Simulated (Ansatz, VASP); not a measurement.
**Mo2As: VASP beside Ansatz**

The input INCAR:

```
PREC     = Accurate       # precision mode
ENCUT    = 520            # plane-wave cutoff, eV
EDIFF    = 1E-7           # SCF threshold, eV
ISMEAR   = 0              # smearing method
SIGMA    = 0.1            # smearing width, eV
LREAL    = F              # projectors in reciprocal space
LASPH    = T              # aspherical terms in the spheres
NELM     = 80             # most SCF steps
ALGO     = Fast           # electronic algorithm
ISIF     = 2              # what is computed and relaxed
LWAVE    = F              # write WAVECAR
LCHARG   = T              # write CHGCAR
GGA      = PE             # functional
LELF     = T              # ELF
LVHAR    = T            
NBANDS   = 42             # bands
```

The input KPOINTS:

```
regular mesh
0
Gamma
  4 4 6
```

POSCAR

```
Mo2As
1.0
    4.6209253076      0.0000000000      0.0000000000
    0.0000000000      5.6398036772      0.0000000000
    0.0000000000      0.0000000000      3.5207446028
Mo As
4 2
Direct
    0.2004000000      0.3787000000      0.0000000000
    0.7996000000      0.6213000000      0.0000000000
    0.7004000000      0.1213000000      0.5000000000
    0.2996000000      0.8787000000      0.5000000000
    0.0000000000      0.0000000000      0.0000000000
    0.5000000000      0.5000000000      0.5000000000
```

Input for Ansatz:

```yaml
crystal:
  lattice:
    - [4.6209253076, 0.0, 0.0]
    - [0.0, 5.6398036772, 0.0]
    - [0.0, 0.0, 3.5207446028]
  atoms:
    - { symbol: Mo, position: [0.2004, 0.3787, 0.0] }
    - { symbol: Mo, position: [0.7996, 0.6213, 0.0] }
    - { symbol: Mo, position: [0.7004, 0.1213, 0.5] }
    - { symbol: Mo, position: [0.2996, 0.8787, 0.5] }
    - { symbol: As, position: [0.0, 0.0, 0.0] }
    - { symbol: As, position: [0.5, 0.5, 0.5] }
basis:
  ecutwfc: 420
kpoints:
  mp_grid: { grid: [4, 4, 6] }
hamiltonian:
  xc: pbe
scf:
  occupations: { method: gaussian, width: 0.1 }
  lower_state_search: "off"
output:
  forces: true
  stress: true
  eigenvalues: true
```

Alike in both runs: task single point; functional PBE; k mesh 4 × 4 × 6; occupations gaussian, width 0.1 eV; no spin polarisation.

|  | VASP | Ansatz |
| --- | --- | --- |
| version | VASP 6.6.1 | Ansatz 0.2.0 |
| potentials or method | VASP PAW PBE potentials, release 64 (Mo_sv, As), cutoff 520 eV | scalar-relativistic, plane waves, PAW |
| valence electrons in the cell | 66 | 86 |

```tsv
	VASP	Ansatz	Ansatz less VASP
gap on the k mesh at the Fermi level (eV)	none	none	-
rms of the force components (eV/Å)	0.117	0.088	-0.0291
```

Atom by atom the forces differ by 0.032 eV/Å (rms over components). A gap of «none» marks a metal or a gap that the smearing closes. VASP's potentials hold 66 valence electrons a cell and Ansatz's 86, so a difference there can come from the potentials and not from the codes.
